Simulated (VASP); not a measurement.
Input of a VASP 6.6.1 run:

INCAR

```
SYSTEM = C
ALGO = Normal ; DIPOL = 0.5 0.5 0.482
EDIFF = 1E-7 ; ENCUT = 520
GGA = PS ; IDIPOL = 3
ISIF = 2 ; ISMEAR = 0
ISPIN = 2 ; LASPH = .TRUE.
LCHARG = .TRUE. ; LDIPOL = .TRUE.
LELF = .TRUE. ; LORBIT = 11
LREAL = .FALSE. ; LVACPOTAV = .TRUE.
LVHAR = .TRUE. ; LWAVE = .FALSE.
MAGMOM = 0 0 0 0 0 0 0 0 2 ; NBANDS = 32
NELM = 150 ; PREC = Accurate
SIGMA = 0.05
```

Contents of KPOINTS:

```
k-points
0
G
  12 12 1
  0 0 0
```

Contents of POSCAR:

```
C
1.0
    2.5129226041      0.0000000000      0.0000000000
   -1.2564613021      2.1762548129      0.0000000000
    0.0000000000      0.0000000000     25.6683263218
C
9
Direct
    0.3333333334      0.6666666667      0.3311474185
    0.0000000000      0.0000000000      0.3511311203
    0.0000000000      0.0000000000      0.4110822257
    0.6666666667      0.3333333333      0.4310659274
    0.6666033049      0.3332066099      0.4911978633
    0.3332374016      0.6664748031      0.5110907484
    0.3331488156      0.6662976312      0.5711998222
   -0.0001859965     -0.0003719930      0.5915863764
   -0.0000843144     -0.0001686287      0.6500439719
```

Potentials or basis: VASP PAW PBE potentials, release 64 (C).

Command:

```sh
$ cat potpaw_PBE.64/C/POTCAR > POTCAR
$ mpirun -np 1 vasp_std > vasp.out
```

Q: What does it give for the largest force?

A: 3.752 eV/Å.

Q: Estimate the site moments.

A: C -0.47, +0.01, -0.08, -0.01, -0.00 (each value once) μB.

Forces in eV/Å, atoms in the order of the input:
```
C    0.000  0.000  3.227
C    0.000  0.000 -3.752
C    0.000  0.000  0.682
C    0.000 -0.002 -0.167
C    0.000 -0.003 -0.022
C    0.000  0.002 -0.003
C    0.000  0.003 -0.015
C    0.000  0.002 -0.009
C    0.000 -0.002  0.060
```

Caveat: the PAW data sets were made with another functional, which shifts forces and pressure a little.
